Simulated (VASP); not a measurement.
Rh, 1 atom in the cell. It takes space group Fm-3m (No. 225, cubic). Conventional cell: a = 3.758 Å, b = 3.758 Å, c = 3.758 Å, α = 90.00°, β = 90.00°, γ = 90.00°. Rh (site symmetry m-3m) has 12 Rh at 2.66 Å within 3.5 Å. 

| Item | Value |
| --- | --- |
| Program | VASP 6.6.1 |
| Task | relaxation of cell and atoms |
| Functional | LDA |
| Potentials or basis | VASP PAW LDA potentials, release 64 (Rh_pv) |
| Cutoff | 500 eV |
| k mesh | 14 × 14 × 14 |
| Occupations | gaussian, width 0.1 eV |
| Spin | no spin polarisation |
| Dipole correction | no |
| Further INCAR settings | ALGO = Normal; EDIFF = 1e-07; IBRION = 2; EDIFFG = -0.002; NSW = 100; ISIF = 3 |

Potentials or basis: VASP PAW LDA potentials, release 64 (Rh_pv).

Run with:

```sh
$ cat potpaw_LDA.64/Rh_pv/POTCAR > POTCAR
$ mpirun -np 1 vasp_std > vasp.out
```

Hardware: 1 thread of Intel(R) Xeon(R) 6975P-C (Granite Rapids), on a shared host.

Task: Estimate the wall time of this run.

Result: It took 10 s on 1 thread of Intel(R) Xeon(R) 6975P-C (Granite Rapids), with other jobs on the host, peak memory 0.13 GiB. Counts: scf iterations 21, k points 104, ion steps 3.
